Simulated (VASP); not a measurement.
A run of VASP 6.6.1 is set up as follows.

Contents of INCAR:

```
SYSTEM = Al5Cl2
  ALGO = Normal
  EDIFF = 1E-7
  ENCUT = 520
  GGA = PE
  ISIF = 2
  ISMEAR = 0
  LASPH = .True.
  LCHARG = .False.
  LREAL = .False.
  LWAVE = .False.
  NBANDS = 24
  NELM = 80
  PREC = Accurate
  SIGMA = 0.2
```

The input KPOINTS:

```
k-points
0
Gamma
  4 6 6
  0 0 0
```

The input POSCAR:

```
Al5Cl2
1.0
    0.2030714294      0.1372152738      5.4693322081
    5.6555481732      0.0510662592      0.2139126751
   -2.7872795253      4.8671976464      0.0164781187
Al Cl
5 2
Direct
   -0.0020215621      0.0001700340     -0.0738733470
    0.4978429589     -0.0012867464     -0.0266083546
    0.5300259715      0.4894604473     -0.0527374871
    0.5020823613     -0.0042056429      0.4613449197
    0.4699800101      0.5051769721      0.4554057980
   -0.0420878910      0.3456531085      0.7903345894
    0.0441781513      0.6650318273      0.4461338816
```

Potentials or basis: VASP PAW PBE potentials, release 64 (Al, Cl).

Command:

```console
$ cat potpaw_PBE.64/Al/POTCAR potpaw_PBE.64/Cl/POTCAR > POTCAR
$ mpirun -np 1 vasp_std > vasp.out
```

(1) Predict the largest force.

(2) What does it give for the band gap on the k mesh?

(3) Estimate the pressure.

Results:

(1) 0.024 eV/Å.

(2) zero (an odd number of electrons rules out a gap without spin polarisation).

(3) 0.0 GPa.

Caveat: an odd number of electrons without spin polarisation forces a metal; a magnetic or distorted state may lie lower.
